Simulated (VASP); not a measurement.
# Ag (Fd-3m) in VASP: further runs

Runs on Ag. Level: PBEsol. Tasks: single point.

Everything below comes from runs of VASP 6.6.1. Logs are shortened: lines on timing, memory, paths and dates and some standing lists are left out, and cuts for length are marked.

**1. The cell of the first run**

The structure is cubic, space group Fd-3m (No. 227). The conventional cell has a = 6.036 Å, b = 6.036 Å, c = 6.036 Å, α = 90.00°, β = 90.00°, γ = 90.00°. Within 3.4 Å of Ag (site symmetry -43m) lie 4 Ag at 2.61 Å.

**2. Single point, PBEsol**

INCAR reads:

```
PREC     = Accurate       # precision mode
ENCUT    = 520            # plane-wave cutoff, eV
EDIFF    = 1E-6           # SCF threshold, eV
ISMEAR   = -1             # smearing method
SIGMA    = 0.1            # smearing width, eV
LREAL    = F              # projectors in reciprocal space
LASPH    = T              # aspherical terms in the spheres
NELM     = 60             # most SCF steps
ALGO     = Normal         # electronic algorithm
ISIF     = 2              # what is computed and relaxed
LWAVE    = F              # write WAVECAR
LCHARG   = F              # write CHGCAR
GGA      = PS             # functional
NBANDS   = 18             # bands
```

KPOINTS reads:

```
Automatic mesh
0
Gamma
  10 10 10
```

POSCAR reads:

```
Ag
1.0
    0.0000000000      3.0181114418      3.0181114418
    3.0181114418      0.0000000000      3.0181114418
    3.0181114418      3.0181114418      0.0000000000
Ag
2
Direct
    0.1250000000      0.1250000000      0.1250000000
    0.8750000000      0.8750000000      0.8750000000
```

Potentials or basis: VASP PAW PBE potentials, release 64 (Ag).

Command:

```bash
$ cat potpaw_PBE.64/Ag/POTCAR > POTCAR
$ mpirun -np 1 vasp_std > vasp.out
```

OUTCAR:

```text
PREC = Accurate
   ENCUT = 520
   EDIFF = 1E-6
   ISMEAR = -1
   LREAL = F
   LASPH = T
   NELM = 60
   ISIF = 2
   GGA = PS

 ion  position               nearest neighbor table
   1  0.125  0.125  0.125-   2 2.61   2 2.61   2 2.61   2 2.61
   2  0.875  0.875  0.875-   1 2.61   1 2.61   1 2.61   1 2.61

  LATTYP: Found a face centered cubic cell.
 ALAT       =     6.0362228836

  Lattice vectors:

 A1 = (   0.0000000000,   3.0181114418,   3.0181114418)
 A2 = (   3.0181114418,   0.0000000000,   3.0181114418)
 A3 = (   3.0181114418,   3.0181114418,   0.0000000000)

Analysis of symmetry for initial positions (statically):
=====================================================================
 Subroutine PRICEL returns:
 Original cell was already a primitive cell.

 Routine SETGRP: Setting up the symmetry group for a
 face centered cubic supercell.

 Subroutine GETGRP returns: Found 48 space group operations
 (whereof 12 operations were pure point group operations)
 out of a pool of 48 trial point group operations.

The static configuration has the point symmetry D_3d.
 The point group associated with its full space group is O_h .

Analysis of symmetry for dynamics (positions and initial velocities):
=====================================================================
 Subroutine PRICEL returns:
 Original cell was already a primitive cell.

 Routine SETGRP: Setting up the symmetry group for a
 face centered cubic supercell.

 Subroutine GETGRP returns: Found 48 space group operations
 (whereof 12 operations were pure point group operations)
 out of a pool of 48 trial point group operations.

The dynamic configuration has the point symmetry D_3d.
 The point group associated with its full space group is O_h .

 Subroutine INISYM returns: Found 48 space group operations
 (whereof 12 operations are pure point group operations),
 and found     1 'primitive' translations

----------------------------------------------------------------------------------------

                                     Primitive cell

  volume of cell :      54.9839

  direct lattice vectors                    reciprocal lattice vectors
     0.000000000  3.018111442  3.018111442    -0.165666514  0.165666514  0.165666514
     3.018111442  0.000000000  3.018111442     0.165666514 -0.165666514  0.165666514
     3.018111442  3.018111442  0.000000000     0.165666514  0.165666514 -0.165666514

  length of vectors
     4.268254134  4.268254134  4.268254134     0.286942819  0.286942819  0.286942819

  position of ions in fractional coordinates (direct lattice)
     0.125000000  0.125000000  0.125000000
     0.875000000  0.875000000  0.875000000

  ion indices of the primitive-cell ions
   primitive index   ion index
                 1           1
                 2           2

----------------------------------------------------------------------------------------

 KPOINTS: Automatic mesh

Automatic generation of k-mesh.
 Grid dimensions read from file:
 generate k-points for:   10   10   10

 Generating k-lattice:

  Cartesian coordinates                     Fractional coordinates (reciprocal lattice)
    -0.016566651  0.016566651  0.016566651     0.100000000  0.000000000  0.000000000
     0.016566651 -0.016566651  0.016566651     0.000000000  0.100000000  0.000000000
     0.016566651  0.016566651 -0.016566651     0.000000000  0.000000000  0.100000000

  Length of vectors
     0.028694282  0.028694282  0.028694282

  Shift w.r.t. Gamma in fractional coordinates (k-lattice)
     0.000000000  0.000000000  0.000000000

 Subroutine IBZKPT returns following result:
 ===========================================

 Found     47 irreducible k-points:

 Following reciprocal coordinates:
            Coordinates               Weight
  0.000000  0.000000  0.000000      1.000000
  0.100000  0.000000  0.000000      8.000000
  0.200000  0.000000  0.000000      8.000000
  0.300000  0.000000  0.000000      8.000000
  0.400000  0.000000  0.000000      8.000000
  0.500000  0.000000  0.000000      4.000000
[... 16 lines left out ...]
  0.300000  0.300000  0.000000      6.000000
  0.400000  0.300000  0.000000     24.000000
 [... further k-points ...]
   k-points           NKPTS =     47   k-points in BZ     NKDIM =     47   number of bands    NBANDS=     18
   number of dos      NEDOS =    301   number of ions     NIONS =      2
   total plane-waves  NPLWV =  32768
   dimension x,y,z NGX =    32 NGY =   32 NGZ =   32
   dimension x,y,z NGXF=    64 NGYF=   64 NGZF=   64
   ions per type =               2
   NGX,Y,Z   is equivalent  to a cutoff of  12.46, 12.46, 12.46 a.u.
   NGXF,Y,Z  is equivalent  to a cutoff of  24.93, 24.93, 24.93 a.u.
 SYSTEM =  unknown system
   PREC   = accura    normal or accurate (medium, high low for compatibility)
   ISTART =      0    job   : 0-new  1-cont  2-samecut
   ICHARG =      2    charge: 1-file 2-atom 10-const
   ISPIN  =      1    spin polarized calculation?
   LNONCOLLINEAR =      F non collinear calculations
   LSORBIT =      F    spin-orbit coupling
   LASPH  =      T    aspherical Exc in radial PAW
   ENCUT  =  520.0 eV  38.22 Ry    6.18 a.u.   7.94  7.94  7.94*2*pi/ulx,y,z
   NELM   =     60;   NELMIN=  2; NELMDL= -5     # of ELM steps
   EDIFF  = 0.1E-05   stopping-criterion for ELM
   LREAL  =      F    real-space projection
   EDIFFG = 0.1E-04   stopping-criterion for IOM
   NSW    =      0    number of steps for IOM
   IBRION =     -1    ionic relax: 0-MD 1-quasi-New 2-CG
   NFREE  =      0    steps in history (QN), initial steepest desc. (CG)
   ISIF   =      2    stress and relaxation
   ISYM   =      2    0-nonsym 1-usesym 2-fastsym
   POTIM  = 0.5000    time-step for ionic-motion
   TEBEG  =    0.0;   TEEND  =   0.0 temperature during run
   PSTRESS=    0.0 pullay stress
   NELECT =      22.0000    total number of electrons
   NUPDOWN=      -1.0000    fix difference up-down
   EMIN   =  10.00;   EMAX   =-10.00  energy-range for DOS
   EFERMI =   0.00;   METHOD = LEGACY
   ISMEAR =    -1;   SIGMA  =   0.10  broadening in eV -4-tet -1-fermi 0-gaus
   EFERMI_NEDOS =   21; number of points for ismear=-14 and -15
   IALGO  =     38    algorithm
   IMIX   =      4    mixing-type and parameters
     AMIX     =   0.40;   BMIX     =  1.00
     AMIX_MAG =   1.60;   BMIX_MAG =  1.00
  volume/ion in A,a.u.               =      27.49       185.52
  Fermi-wavevector in a.u.,A,eV,Ry     =   1.206342  2.279656 19.800029  1.455261
  Thomas-Fermi vector in A             =   2.342012
   LORBIT       =      0    0 simple, 1 ext, 2 COOP (PROOUT), +10 PAW based schemes
   GGA     = PS    functional components
   LHFCALC =     F    Hartree Fock is set to
   AEXX    =    0.0000 exact exchange contribution
   IVDW    =     0    specifies the selected vdW correction
   LEPSILON=     F    determine dielectric tensor
   LRPA    =     F    only Hartree local field effects (RPA)
 non-spin polarized calculation
  energy-cutoff  :      520.00
  volume of cell :       54.98
 maximum number of plane-waves:      1494
   NGX = 15   NGY = 15   NGZ = 15

 number of electron      21.9999989 magnetization

 Free energy of the ion-electron system (eV)
  ---------------------------------------------------
  ext. energy  EPLUGINS =         0.00000000
  ---------------------------------------------------
  free energy    TOTEN  =        -4.66298346 eV

  energy without entropy =       -4.64569547  energy(sigma->0) =       -4.65433946

 E-fermi :   3.0969     XC(G=0):  -9.4938

 val. band max:        3.0594201234   @ k =  -0.3000   0.4000   0.2000
 cond. band min:       3.2729205796   @ k =   0.5000   0.5000   0.0000
 fundamental gap:      0.2135004562
 Fermi energy:         3.0968617710

 k-point     1 :       0.0000    0.0000    0.0000
  band No.  band energies     occupation
      1      -1.9458      2.00000
      2      -1.5759      2.00000
      3      -1.5759      2.00000
      4      -1.5717      2.00000
      5      -1.5717      2.00000
      6      -1.5717      2.00000
[... 10 lines left out ...]
     17      12.8222      0.00000
     18      13.4070      0.00000

 k-point     2 :       0.1000    0.0000    0.0000
  band No.  band energies     occupation
      1      -1.8300      2.00000
      2      -1.6778      2.00000
      3      -1.6778      2.00000
      4      -1.5664      2.00000
      5      -1.4440      2.00000
      6      -1.4440      2.00000
[... 10 lines left out ...]
     17      13.5168      0.00000
     18      13.9394      0.00000

 k-point     3 :       0.2000    0.0000    0.0000
  band No.  band energies     occupation
      1      -1.7318      2.00000
      2      -1.7318      2.00000
      3      -1.6274      2.00000
      4      -1.4509      2.00000
      5      -1.3348      2.00000
      6      -1.3348      2.00000
[... 10 lines left out ...]
     17      14.0321      0.00000
     18      14.1027      0.00000

 k-point     4 :       0.3000    0.0000    0.0000
  band No.  band energies     occupation
      1      -1.7304      2.00000
      2      -1.7304      2.00000
      3      -1.5938      2.00000
      4      -1.2975      2.00000
      5      -1.2975      2.00000
      6      -1.1772      2.00000
[... 375 lines left out ...]
      4      -1.3650      2.00000
      5      -1.0908      2.00000
      6      -1.0544      2.00000
[... 10 lines left out ...]
     17      14.4290      0.00000
     18      14.5096      0.00000

 k-point    23 :       0.3000    0.3000    0.0000
  band No.  band energies     occupation
      1      -1.9252      2.00000
      2      -1.6222      2.00000
      3      -1.6222      2.00000
      4      -1.1467      2.00000
      5      -1.1330      2.00000
      6      -0.8650      2.00000
[... 10 lines left out ...]
     17      17.6684      0.00000
     18      17.6684      0.00000

 k-point    24 :       0.4000    0.3000    0.0000
  band No.  band energies     occupation
      1      -1.9165      2.00000
      2      -1.6438      2.00000
      3      -1.6409      2.00000
      4      -1.2256      2.00000
      5      -1.0241      2.00000
      6      -0.7712      2.00000
[... 10 lines left out ...]
     17      17.5791      0.00000
     18      17.6421      0.00000

 [... further k-points ...]
[... 5 lines left out ...]
  --------------------------------------------------------------------------------------
  -------------------------------------------------------------------------------------
  Total       -0.0262076     -0.0262076     -0.0262076      0.0000000      0.0000000      0.0000000
  in kB       -0.7636638     -0.7636638     -0.7636638      0.0000000      0.0000000      0.0000000
  external PRESSURE =      -0.7636638 kB  Pullay stress =       0.0000000 kB

 VOLUME and BASIS-vectors are now :
 -----------------------------------------------------------------------------
  energy-cutoff  :      520.00
  volume of cell :       54.98
      direct lattice vectors                 reciprocal lattice vectors
     0.000000000  3.018111442  3.018111442    -0.165666514  0.165666514  0.165666514
     3.018111442  0.000000000  3.018111442     0.165666514 -0.165666514  0.165666514
     3.018111442  3.018111442  0.000000000     0.165666514  0.165666514 -0.165666514

 POSITION                                       TOTAL-FORCE (eV/Angst)
 -----------------------------------------------------------------------------------
      0.75453      0.75453      0.75453        -0.000000      0.000000      0.000000
      5.28170      5.28170      5.28170         0.000000     -0.000000     -0.000000
 -----------------------------------------------------------------------------------
    total drift:                                0.000000      0.000000     -0.000000

  FREE ENERGIE OF THE ION-ELECTRON SYSTEM (eV)
  ---------------------------------------------------
  free  energy   TOTEN  =        -4.6629834552 eV

  energy  without entropy=       -4.6456954672  energy(sigma->0) =       -4.65433946
```

It took 29 s on 1 thread of Intel Xeon 8259CL, shared host; peak memory 0.19 GiB.

What came out:

```yaml
Free_energy: -4.6630 eV
Pressure: -0.1 GPa
Band_gap_on_the_k_mesh: zero (band 11 reaches 3.59 eV, above the bottom of band 12 at 2.33 eV)
```

Caveat: the PAW data sets were made with another functional, which shifts forces and pressure a little.

**3. Single point, PBEsol (volume scaled by 1.04)**

INCAR reads:

```
SYSTEM = Ag
  ALGO = Normal
  EDIFF = 1E-6
  ENCUT = 520
  GGA = PS
  ISIF = 2
  ISMEAR = -1
  LASPH = .TRUE.
  LCHARG = .FALSE.
  LREAL = .FALSE.
  LWAVE = .FALSE.
  NBANDS = 18
  NELM = 100
  PREC = Accurate
  SIGMA = 0.1
```

KPOINTS reads:

```
k-points
0
G
  10 10 10
  0 0 0
```

POSCAR reads:

```
Ag
1.0
    0.0000000000      3.0578279890      3.0578279890
    3.0578279890      0.0000000000      3.0578279890
    3.0578279890      3.0578279890      0.0000000000
Ag
2
Direct
    0.1250000000      0.1250000000      0.1250000000
    0.8750000000      0.8750000000      0.8750000000
```

Potentials or basis: VASP PAW PBE potentials, release 64 (Ag).

Command:

```bash
$ cat potpaw_PBE.64/Ag/POTCAR > POTCAR
$ mpirun -np 1 vasp_std > vasp.out
```

It took 34 s on 1 thread of Intel Xeon 8259CL, shared host; peak memory 0.19 GiB.

Results (log left out):

```
Free energy            : -4.6523 eV
Pressure               : -1.5 GPa
Band gap on the k mesh : zero (band 11 reaches 3.23 eV, above the bottom of band 12 at 2.11 eV)
```

Levels at points of the mesh, in eV from the Fermi level:
```tsv
k point	band 8	band 9	band 10	band 11	band 12	band 13	band 14	band 15
(0.00, 0.00, 0.00)	-3.18	-3.18	-2.57	-2.57	8.79	8.79	8.79	9.49
(0.50, 0.00, 0.00)	-3.06	-2.62	-2.62	-0.83	-0.66	6.32	6.32	9.29
(0.50, 0.50, 0.00)	-3.48	-2.51	-2.51	0.16	0.16	3.53	3.53	7.16
```

Caveat: the PAW data sets were made with another functional, which shifts forces and pressure a little.

**4. Single point, PBEsol (volume scaled by 1.08)**

INCAR reads:

```
SYSTEM = Ag
PREC = Accurate
ENCUT = 520
EDIFF = 1E-6
ISMEAR = -1
SIGMA = 0.1
LREAL = .FALSE.
LASPH = .TRUE.
NELM = 60
ALGO = Normal
ISIF = 2
LWAVE = .FALSE.
LCHARG = .FALSE.
GGA = PS
NBANDS = 18
```

KPOINTS reads:

```
Automatic mesh
0
G
  10 10 10
  0 0 0
```

POSCAR reads:

```
Ag
1.0
    0.0000000000      3.0965387819      3.0965387819
    3.0965387819      0.0000000000      3.0965387819
    3.0965387819      3.0965387819      0.0000000000
Ag
2
Direct
    0.1250000000      0.1250000000      0.1250000000
    0.8750000000      0.8750000000      0.8750000000
```

Command:

```bash
$ cat potpaw_PBE.64/Ag/POTCAR > POTCAR
$ mpirun -np 1 vasp_std > vasp.out
```

Run time: 60 s. Hardware: 1 thread of Intel Xeon 8259CL, shared host; peak memory 0.22 GiB.

Results (log left out):

```yaml
Free_energy: -4.6241 eV
Pressure: -2.6 GPa
Band_gap_on_the_k_mesh: zero (band 11 reaches 2.91 eV, above the bottom of band 12 at 1.91 eV)
```

Levels at points of the mesh, in eV from the Fermi level:
| k point | band 7 | band 8 | band 9 | band 10 | band 11 | band 12 | band 13 | band 14 | band 15 | band 16 |
| --- | --- | --- | --- | --- | --- | --- | --- | --- | --- | --- |
| (0.00, 0.00, 0.00) | -3.15 | -3.15 | -3.15 | -2.57 | -2.57 | 8.54 | 8.54 | 8.54 | 9.27 | 9.27 |
| (0.50, 0.00, 0.00) | -3.03 | -3.03 | -2.62 | -2.62 | -0.87 | -0.58 | 6.17 | 6.17 | 9.07 | 9.20 |
| (0.50, 0.50, 0.00) | -3.42 | -3.42 | -2.51 | -2.51 | 0.14 | 0.14 | 3.50 | 3.50 | 6.99 | 6.99 |

Caveat: the PAW data sets were made with another functional, which shifts forces and pressure a little.

**5. Single point, PBEsol (volume scaled by 1.12)**

INCAR reads:

```
PREC = Accurate
ENCUT = 520
EDIFF = 1E-6
ISMEAR = -1
SIGMA = 0.1
LREAL = False
LASPH = True
NELM = 80
ALGO = Normal
ISIF = 2
LWAVE = False
LCHARG = False
GGA = PS
NBANDS = 18
```

KPOINTS reads:

```
Automatic mesh
0
Gamma
  10 10 10
```

POSCAR reads:

```
Ag
1.0
    0.0000000000      3.1343051720      3.1343051720
    3.1343051720      0.0000000000      3.1343051720
    3.1343051720      3.1343051720      0.0000000000
Ag
2
Direct
    0.1250000000      0.1250000000      0.1250000000
    0.8750000000      0.8750000000      0.8750000000
```

Command:

```bash
$ cat potpaw_PBE.64/Ag/POTCAR > POTCAR
$ mpirun -np 1 vasp_std > vasp.out
```

Run time: 55 s. Hardware: 1 thread of Intel Xeon 8259CL, shared host; peak memory 0.22 GiB.

The run converged. Its results:

```yaml
Free_energy: -4.5826 eV
Pressure: -3.5 GPa
Band_gap_on_the_k_mesh: zero (band 11 reaches 2.61 eV, above the bottom of band 12 at 1.73 eV)
```

Levels at points of the mesh, in eV from the Fermi level:
| k point | band 9 | band 10 | band 11 | band 12 | band 13 | band 14 |
| --- | --- | --- | --- | --- | --- | --- |
| (0.00, 0.00, 0.00) | -3.11 | -2.59 | -2.59 | 8.30 | 8.30 | 8.30 |
| (0.50, 0.00, 0.00) | -2.63 | -2.63 | -0.90 | -0.50 | 6.03 | 6.03 |
| (0.50, 0.50, 0.00) | -2.53 | -2.53 | 0.11 | 0.11 | 3.47 | 3.47 |

Caveat: the PAW data sets were made with another functional, which shifts forces and pressure a little.

**6. Summary**

```csv
cell,gap on the mesh (eV),pressure (GPa)
"a = 4.268 Å, angles 60.0°, 2 atoms",none,-0.1
"a = 4.324 Å, angles 60.0°, 2 atoms",none,-1.5
"a = 4.379 Å, angles 60.0°, 2 atoms",none,-2.6
"a = 4.433 Å, angles 60.0°, 2 atoms",none,-3.5
```

Alike in all rows: task single point; level PBEsol; potentials or basis VASP PAW PBE potentials, release 64 (Ag); no spin polarisation; k mesh 10 × 10 × 10; cutoff (eV) 520; smearing fermi-dirac 0.1 eV.

Caveats: the PAW data sets were made with another functional, which shifts forces and pressure a little.

Total energies depend on the potentials used, so only differences within one code and one set of settings carry meaning.
